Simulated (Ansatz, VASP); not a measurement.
## One calculation of Ga4Sb3As, two programs

```
Ga Sb As
1.0
     6.09940    0.00000    0.00000
     0.00000    6.09940    0.00000
     0.00000    0.00000    6.09940
Ga Sb As
4 3 1
Direct
  0.75880 0.75880 0.75880
  0.75880 0.24120 0.24120
  0.24120 0.75880 0.24120
  0.24120 0.24120 0.75880
  0.50000 0.50000 0.00000
  0.50000 0.00000 0.50000
  0.00000 0.50000 0.50000
  0.00000 0.00000 0.00000
```

Alike in both runs: functional PBE; k mesh 6 × 6 × 6; occupations gaussian, width 0.1 eV; no spin polarisation.

Ansatz relaxed the structure, and its values are those at the end. VASP's run is a single point on that final structure, the one shown.

|  | VASP | Ansatz |
| --- | --- | --- |
| version | VASP 6.6.1 | Ansatz 0.2.0 |
| potentials or method | VASP PAW PBE potentials, release 64 (Ga_d, Sb, As), cutoff 520 eV | scalar-relativistic, plane waves, PAW |
| valence electrons in the cell | 72 | 112 |

VASP gave:

- gap on the k mesh at the Fermi level (eV): none
- pressure (GPa): 0.1

Problem. Estimate Ansatz's values.

Solution. gap on the k mesh at the Fermi level (eV): none; pressure (GPa): 0.0.

A gap of «none» marks a metal or a gap that the smearing closes. With one functional, cell and mesh, what is left measures potentials, basis and numerics. VASP's potentials hold 72 valence electrons a cell and Ansatz's 112, so a difference there can come from the potentials and not from the codes.

Spin-orbit coupling is off throughout.
